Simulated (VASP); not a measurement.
Wanted: the native input for a VASP 6.6.1 run.

```yaml
Task: single point
Functional: r2SCAN
Potentials_or_basis: VASP PAW PBE potentials, release 64 (Mg, O)
Cutoff: 660 eV
k_mesh: 6 × 6 × 6
Occupations: gaussian, width 0.2 eV
Spin: no spin polarisation
Dipole_correction: no
Further_INCAR_settings: ALGO = Normal; EDIFF = 1e-06; NBANDS = 11
```

MgO:

```
CELL_PARAMETERS angstrom
2.62335 0.00000 0.00000
0.00000 2.62335 0.00000
0.00000 0.00000 2.62335
ATOMIC_POSITIONS crystal
Mg 0.00000 0.00000 0.00000
O 0.50000 0.50000 0.50000
```

These files were run (other wordings do the same):

POSCAR

```
MgO
1.0
    2.6233491278      0.0000000000      0.0000000000
    0.0000000000      2.6233491278      0.0000000000
    0.0000000000      0.0000000000      2.6233491278
Mg O
1 1
Direct
    0.0000000000      0.0000000000      0.0000000000
    0.5000000000      0.5000000000      0.5000000000
```

INCAR.step1

```
SYSTEM = MgO
PREC = Accurate
ENCUT = 660
ISMEAR = 0
SIGMA = 0.2
LREAL = .FALSE.
LASPH = .TRUE.
NELM = 120
NBANDS = 11
GGA = PE
ALGO = Normal
EDIFF = 1E-5
LWAVE = .TRUE.
LCHARG = .FALSE.
GGA_COMPAT = .FALSE.
```

INCAR.step2

```
SYSTEM = MgO
PREC = Accurate
ENCUT = 660
EDIFF = 1E-6
ISMEAR = 0
SIGMA = 0.2
LREAL = .FALSE.
LASPH = .TRUE.
NELM = 120
ALGO = Normal
ISIF = 2
LWAVE = .FALSE.
LCHARG = .TRUE.
METAGGA = R2SCAN
LMIXTAU = .TRUE.
LELF = .TRUE.
LVHAR = .TRUE.
NBANDS = 11
ISTART = 1
GGA_COMPAT = .FALSE.
```

KPOINTS

```
regular mesh
0
G
  6 6 6
  0 0 0
```

Potentials or basis: VASP PAW PBE potentials, release 64 (Mg, O).

Command:

```sh
$ cat potpaw_PBE.64/Mg/POTCAR potpaw_PBE.64/O/POTCAR > POTCAR
$ cp INCAR.step1 INCAR
$ mpirun -np 1 vasp_std > vasp.out
$ cp INCAR.step2 INCAR
$ mpirun -np 1 vasp_std > vasp.out
```

Results of the run:

- Pressure: -1.4 GPa
- Band gap on the k mesh: 3.45 eV, indirect (least direct gap 4.51 eV)

Caveat: the PAW data sets were made with another functional, which shifts forces and pressure a little.

It took 31 s on 1 thread of Intel Xeon 8259CL, with other jobs on the host, peak memory 0.14 GiB.
